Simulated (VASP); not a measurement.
# Si6SnO16 (a cell with a defect) in VASP: single point with PBE

Aim: the single point of Si6SnO16 (a cell with a defect) with PBE.

Everything below comes from runs of VASP 6.6.1. Logs are shortened: lines on timing, memory, paths and dates and some standing lists are left out, and cuts for length are marked.

## Step 1: The cell of the first run

The cell holds a defect, 23 atoms: a = 5.910 Å, b = 5.910 Å, c = 5.330 Å, α = 90.00°, β = 90.00°, γ = 90.00°.

## Step 2: Single point, PBE

File INCAR:

```
SYSTEM = Si6SnO16
PREC     = Accurate       ! precision mode
ENCUT    = 520            ! plane-wave cutoff, eV
EDIFF    = 1E-6           ! SCF threshold, eV
ISMEAR   = 0              ! smearing method
SIGMA    = 0.05           ! smearing width, eV
LREAL    = Auto         
LASPH    = .True.         ! aspherical terms in the spheres
NELM     = 100            ! most SCF steps
ALGO     = Normal         ! electronic algorithm
ISIF     = 2              ! what is computed and relaxed
LWAVE    = .False.        ! write WAVECAR
LCHARG   = .False.        ! write CHGCAR
GGA      = PE             ! functional
NBANDS   = 84             ! bands
```

File KPOINTS:

```
Automatic mesh
0
Gamma
  2 2 2
  0 0 0
```

File POSCAR:

```
Si6SnO16
1.0
   -4.1790000000     -4.1790000000      0.0000000000
    4.1790000000     -4.1790000000      0.0000000000
    0.0000000000      0.0000000000      5.3298000000
Si O Sn
6 16 1
Direct
    0.4917680067      0.5257424025     -0.0010587639
   -0.0052542474      0.4927620244      0.2481010544
    0.4952891840      0.5117536492      0.4914933018
   -0.0035086145      0.4958785595      0.7473481181
    0.0153341709     -0.0089912659      0.0056874554
   -0.0048889687     -0.0002361809      0.4973286052
    0.1874602776      0.5033576214     -0.0018428459
   -0.0045015554      0.1950691553      0.2452609854
    0.8020118449      0.5001968174     -0.0038374798
    0.0097453936      0.7911325676      0.2667030658
    0.1891113903      0.4899170854      0.4970588015
   -0.0051549414      0.1922824838      0.7595832864
    0.8019352716      0.4940587461      0.4989046493
    0.0097150036      0.7980844700      0.7412060490
    0.7456572146     -0.0651664274      0.0332509663
    0.4961365159      0.6980192630      0.2519173327
    0.2876733668     -0.0214178033      0.0402941949
    0.4960095717      0.3250067002      0.2402994484
    0.7131548217      0.0079789423      0.4922038350
    0.4936706150      0.6990539603      0.7404626815
    0.2800614980      0.0077985164      0.5009593231
    0.4880300311      0.3416643934      0.7502729934
    0.5212462312      0.0278449390     -0.2027404405
```

Potentials or basis: VASP PAW PBE potentials, release 64 (Si, O, Sn_d).

Launch:

```
cat potpaw_PBE.64/Si/POTCAR potpaw_PBE.64/O/POTCAR potpaw_PBE.64/Sn_d/POTCAR > POTCAR
mpirun -np 1 vasp_std > vasp.out
```

OUTCAR:

```text
SYSTEM = Si6SnO16
   PREC = Accurate
   ENCUT = 520
   EDIFF = 1E-6
   ISMEAR = 0
   LREAL = Auto
   LASPH = .True.
   NELM = 100
   ISIF = 2
   GGA = PE

 ion  position               nearest neighbor table
   1  0.492  0.526  0.999-  16 1.69  22 1.71  20 1.72  18 1.75   7 1.80   9 1.84   3 2.63   3 2.71
                            23 3.14  23 3.16
   2  0.995  0.493  0.248-   7 1.75  11 1.76  13 1.76   8 1.76   9 1.76  10 1.77   4 2.66   4 2.67

   3  0.495  0.512  0.491-  16 1.69  22 1.71  20 1.73  18 1.74  11 1.81  13 1.82   1 2.63   1 2.71
                            23 3.30
   4  0.996  0.496  0.747-   7 1.75  13 1.75  11 1.75   9 1.76  14 1.79  12 1.80   2 2.66   2 2.67

   5  0.015  0.991  0.006-  17 1.62  15 1.63   8 1.76  12 1.77  14 1.81  10 1.83   6 2.62   6 2.71
                            23 3.13  23 3.20
   6  0.995  1.000  0.497-  19 1.67  21 1.68  10 1.74  14 1.77   8 1.77  12 1.80   5 2.62   5 2.71
                            23 3.23
   7  0.187  0.503  0.998-   4 1.75   2 1.75   1 1.80
   8  0.995  0.195  0.245-   2 1.76   5 1.76   6 1.77
   9  0.802  0.500  0.996-   4 1.76   2 1.76   1 1.84
  10  0.010  0.791  0.267-   6 1.74   2 1.77   5 1.83
  11  0.189  0.490  0.497-   4 1.75   2 1.76   3 1.81
  12  0.995  0.192  0.760-   5 1.77   4 1.80   6 1.80
  13  0.802  0.494  0.499-   4 1.75   2 1.76   3 1.82
  14  0.010  0.798  0.741-   6 1.77   4 1.79   5 1.81
  15  0.746  0.935  0.033-   5 1.63  23 1.91
  16  0.496  0.698  0.252-   3 1.69   1 1.69
  17  0.288  0.979  0.040-   5 1.62  23 1.92
  18  0.496  0.325  0.240-   3 1.74   1 1.75
  19  0.713  0.008  0.492-   6 1.67  23 1.99
  20  0.494  0.699  0.740-   1 1.72   3 1.73  23 1.97
  21  0.280  0.008  0.501-   6 1.68  23 2.13
  22  0.488  0.342  0.750-   3 1.71   1 1.71  23 1.88
  23  0.521  0.028  0.797-  22 1.88  15 1.91  17 1.92  20 1.97  19 1.99  21 2.13   5 3.13   1 3.14
                             1 3.16   5 3.20   6 3.23   3 3.30

  LATTYP: Found a simple tetragonal cell.
 ALAT       =     5.9099984772
 C/A-ratio  =     0.9018276435

  Lattice vectors:

 A1 = (  -4.1790000000,  -4.1790000000,   0.0000000000)
 A2 = (   4.1790000000,  -4.1790000000,   0.0000000000)
 A3 = (   0.0000000000,   0.0000000000,   5.3298000000)

Analysis of symmetry for initial positions (statically):
=====================================================================
 Subroutine PRICEL returns:
 Original cell was already a primitive cell.

 Routine SETGRP: Setting up the symmetry group for a
 simple tetragonal supercell.

 Subroutine GETGRP returns: Found  1 space group operations
 (whereof  1 operations were pure point group operations)
 out of a pool of 16 trial point group operations.

The static configuration has the point symmetry C_1 .

Analysis of symmetry for dynamics (positions and initial velocities):
=====================================================================
 Subroutine PRICEL returns:
 Original cell was already a primitive cell.

 Routine SETGRP: Setting up the symmetry group for a
 simple tetragonal supercell.

 Subroutine GETGRP returns: Found  1 space group operations
 (whereof  1 operations were pure point group operations)
 out of a pool of 16 trial point group operations.

The dynamic configuration has the point symmetry C_1 .

 Subroutine INISYM returns: Found  1 space group operations
 (whereof  1 operations are pure point group operations),
 and found     1 'primitive' translations

----------------------------------------------------------------------------------------

                                     Primitive cell

  volume of cell :     186.1597

  direct lattice vectors                    reciprocal lattice vectors
    -4.179000000 -4.179000000  0.000000000    -0.119645848 -0.119645848  0.000000000
     4.179000000 -4.179000000  0.000000000     0.119645848 -0.119645848  0.000000000
     0.000000000  0.000000000  5.329800000     0.000000000  0.000000000  0.187624301

  length of vectors
     5.909998477  5.909998477  5.329800000     0.169204781  0.169204781  0.187624301

  position of ions in fractional coordinates (direct lattice)
     0.491768007  0.525742403  0.998941236
     0.994745753  0.492762024  0.248101054
     0.495289184  0.511753649  0.491493302
     0.996491386  0.495878559  0.747348118
     0.015334171  0.991008734  0.005687455
     0.995111031  0.999763819  0.497328605
[... 15 lines left out ...]
     0.488030031  0.341664393  0.750272993
     0.521246231  0.027844939  0.797259559

  ion indices of the primitive-cell ions
   primitive index   ion index
                 1           1
                 2           2
                 3           3
                 4           4
                 5           5
                 6           6
[... 15 lines left out ...]
                22          22
                23          23

----------------------------------------------------------------------------------------

 KPOINTS: Automatic mesh

Automatic generation of k-mesh.
 Grid dimensions read from file:
 generate k-points for:    2    2    2

 Generating k-lattice:

  Cartesian coordinates                     Fractional coordinates (reciprocal lattice)
    -0.059822924 -0.059822924  0.000000000     0.500000000  0.000000000  0.000000000
     0.059822924 -0.059822924  0.000000000     0.000000000  0.500000000  0.000000000
     0.000000000  0.000000000  0.093812151     0.000000000  0.000000000  0.500000000

  Length of vectors
     0.084602391  0.084602391  0.093812151

  Shift w.r.t. Gamma in fractional coordinates (k-lattice)
     0.000000000  0.000000000  0.000000000

 Subroutine IBZKPT returns following result:
 ===========================================

 Found      8 irreducible k-points:

 Following reciprocal coordinates:
            Coordinates               Weight
  0.000000  0.000000  0.000000      1.000000
  0.500000  0.000000  0.000000      1.000000
  0.000000  0.500000  0.000000      1.000000
  0.500000  0.500000  0.000000      1.000000
  0.000000  0.000000  0.500000      1.000000
  0.500000  0.000000  0.500000      1.000000
  0.000000  0.500000  0.500000      1.000000
  0.500000  0.500000  0.500000      1.000000
   k-points           NKPTS =      8   k-points in BZ     NKDIM =      8   number of bands    NBANDS=     84
   number of dos      NEDOS =    301   number of ions     NIONS =     23
   total plane-waves  NPLWV =  92160
   dimension x,y,z NGX =    48 NGY =   48 NGZ =   40
   dimension x,y,z NGXF=    96 NGYF=   96 NGZF=   80
   ions per type =               6  16   1
   NGX,Y,Z   is equivalent  to a cutoff of  13.50, 13.50, 12.48 a.u.
   NGXF,Y,Z  is equivalent  to a cutoff of  27.00, 27.00, 24.95 a.u.
 SYSTEM =  Si6SnO16
   PREC   = accura    normal or accurate (medium, high low for compatibility)
   ISTART =      0    job   : 0-new  1-cont  2-samecut
   ICHARG =      2    charge: 1-file 2-atom 10-const
   ISPIN  =      1    spin polarized calculation?
   LNONCOLLINEAR =      F non collinear calculations
   LSORBIT =      F    spin-orbit coupling
   LASPH  =      T    aspherical Exc in radial PAW
   ENCUT  =  520.0 eV  38.22 Ry    6.18 a.u.  10.99 10.99  9.91*2*pi/ulx,y,z
   NELM   =    100;   NELMIN=  2; NELMDL= -5     # of ELM steps
   EDIFF  = 0.1E-05   stopping-criterion for ELM
   LREAL  =      T    real-space projection
   EDIFFG = 0.1E-04   stopping-criterion for IOM
   NSW    =      0    number of steps for IOM
   IBRION =     -1    ionic relax: 0-MD 1-quasi-New 2-CG
   NFREE  =      0    steps in history (QN), initial steepest desc. (CG)
   ISIF   =      2    stress and relaxation
   ISYM   =      2    0-nonsym 1-usesym 2-fastsym
   POTIM  = 0.5000    time-step for ionic-motion
   TEBEG  =    0.0;   TEEND  =   0.0 temperature during run
   PSTRESS=    0.0 pullay stress
   NELECT =     134.0000    total number of electrons
   NUPDOWN=      -1.0000    fix difference up-down
   EMIN   =  10.00;   EMAX   =-10.00  energy-range for DOS
   EFERMI =   0.00;   METHOD = LEGACY
   ISMEAR =     0;   SIGMA  =   0.05  broadening in eV -4-tet -1-fermi 0-gaus
   EFERMI_NEDOS =   21; number of points for ismear=-14 and -15
   IALGO  =     38    algorithm
   IMIX   =      4    mixing-type and parameters
     AMIX     =   0.40;   BMIX     =  1.00
     AMIX_MAG =   1.60;   BMIX_MAG =  1.00
  volume/ion in A,a.u.               =       8.09        54.62
  Fermi-wavevector in a.u.,A,eV,Ry     =   1.467173  2.772554 29.287840  2.152595
  Thomas-Fermi vector in A             =   2.582822
   LORBIT       =      0    0 simple, 1 ext, 2 COOP (PROOUT), +10 PAW based schemes
   GGA     = PE    functional components
   LHFCALC =     F    Hartree Fock is set to
   AEXX    =    0.0000 exact exchange contribution
   IVDW    =     0    specifies the selected vdW correction
   LEPSILON=     F    determine dielectric tensor
   LRPA    =     F    only Hartree local field effects (RPA)
 non-spin polarized calculation
 Gauss-broadening in eV      SIGMA  =   0.05
  energy-cutoff  :      520.00
  volume of cell :      186.16
 maximum number of plane-waves:      5032
 NGX is ok and might be reduce to    48
   NGX = 21   NGY = 21   NGZ = 19

 number of electron     133.9999993 magnetization

 Free energy of the ion-electron system (eV)
  ---------------------------------------------------
  ext. energy  EPLUGINS =         0.00000000
  ---------------------------------------------------
  free energy    TOTEN  =      -157.29941879 eV

  energy without entropy =     -157.27601529  energy(sigma->0) =     -157.28771704

 E-fermi :   7.0668     XC(G=0): -12.1785

 val. band max:        7.0667386707   @ k =   0.0000   0.0000   0.5000
 cond. band min:       7.0794871474   @ k =   0.0000   0.0000   0.0000
 fundamental gap:      0.0127484767
 Fermi energy:         7.0667807112

 k-point     1 :       0.0000    0.0000    0.0000
  band No.  band energies     occupation
      1     -15.0727      2.00000
      2     -14.3279      2.00000
      3     -13.5102      2.00000
      4     -12.9185      2.00000
      5     -12.7387      2.00000
      6     -12.5378      2.00000
[... 71 lines left out ...]
     78      17.3472      0.00000
     79      17.6781      0.00000
[... 572 lines left out ...]
     78      18.0592      0.00000
     79      18.2001      0.00000
 [bands above 79 left out]

------------------------ aborting loop because EDIFF is reached ----------------------------------------

  FORCE on cell =-STRESS in cart. coord.  units (eV):
  Direction    XX          YY          ZZ          XY          YZ          ZX
  --------------------------------------------------------------------------------------
  -------------------------------------------------------------------------------------
  Total       41.7703801     38.7949476     30.5127293     -1.3898831      2.2046748     -0.5088958
  in kB      359.4954180    333.8874552    262.6068119    -11.9619841     18.9744624     -4.3797952
  external PRESSURE =     318.6632284 kB  Pullay stress =       0.0000000 kB

 VOLUME and BASIS-vectors are now :
 -----------------------------------------------------------------------------
  energy-cutoff  :      520.00
  volume of cell :      186.16
      direct lattice vectors                 reciprocal lattice vectors
    -4.179000000 -4.179000000  0.000000000    -0.119645848 -0.119645848  0.000000000
     4.179000000 -4.179000000  0.000000000     0.119645848 -0.119645848  0.000000000
     0.000000000  0.000000000  5.329800000     0.000000000  0.000000000  0.187624301

 POSITION                                       TOTAL-FORCE (eV/Angst)
 -----------------------------------------------------------------------------------
      0.14198     -4.25218      5.32416        -0.429334      0.270191      0.020106
     -2.09779     -6.21630      1.32233         0.038188     -0.054493      0.059050
      0.06881     -4.20843      2.61956        -0.077646      0.134055      0.158886
     -2.09206     -6.23661      3.98322         0.025686     -0.035448      0.087998
      4.07734     -4.20551      0.03031         0.121407      0.078815      0.179138
      0.01944     -8.33658      2.65066        -0.119143     -0.188777      0.040003
[... 15 lines left out ...]
     -0.61166     -3.46729      3.99881        -0.266354      0.004590      0.122461
     -2.06192     -2.29465      4.24923        -0.361457      1.171173     -2.025578
 -----------------------------------------------------------------------------------
    total drift:                               -0.003443      0.011495     -0.003274

  FREE ENERGIE OF THE ION-ELECTRON SYSTEM (eV)
  ---------------------------------------------------
  free  energy   TOTEN  =      -157.2994187894 eV

  energy  without entropy=     -157.2760152892  energy(sigma->0) =     -157.28771704
```

Wall time 6.3 min (1 thread of Intel Xeon Platinum 8259CL at 2.50GHz (Skylake/Cascade Lake), shared host); peak memory 0.32 GiB.

What came out:

| Quantity | Value |
| --- | --- |
| Free energy | -157.2994 eV |
| Pressure | 31.9 GPa |
| Largest force | 2.368 eV/Å |
| Band gap on the k mesh | zero (band 67 reaches 7.13 eV, above the bottom of band 68 at 6.94 eV) |

Forces on the atoms (eV/Å):
```
Si  -0.429  0.270  0.020
Si   0.038 -0.054  0.059
Si  -0.078  0.134  0.159
Si   0.026 -0.035  0.088
Si   0.121  0.079  0.179
Si  -0.119 -0.189  0.040
O   -0.055 -0.032  0.069
O    0.014 -0.180  0.167
O    0.096 -0.114  0.085
O    0.060 -0.039 -0.082
O    0.066 -0.096  0.095
O   -0.012 -0.069  0.033
O    0.091 -0.089  0.077
O    0.119 -0.037  0.291
O    1.055 -0.326  0.291
O   -0.083  0.117 -0.103
O    0.326 -0.543  0.477
O   -0.077 -0.019  0.264
O   -0.261 -0.129 -0.455
O   -0.220  0.355  0.116
O   -0.050 -0.180  0.034
O   -0.266  0.005  0.122
Sn  -0.361  1.171 -2.026
```

Caveat: the k points lie up to 0.59 Å⁻¹ apart; spin-orbit coupling is left out, which moves the levels of the heavy elements.
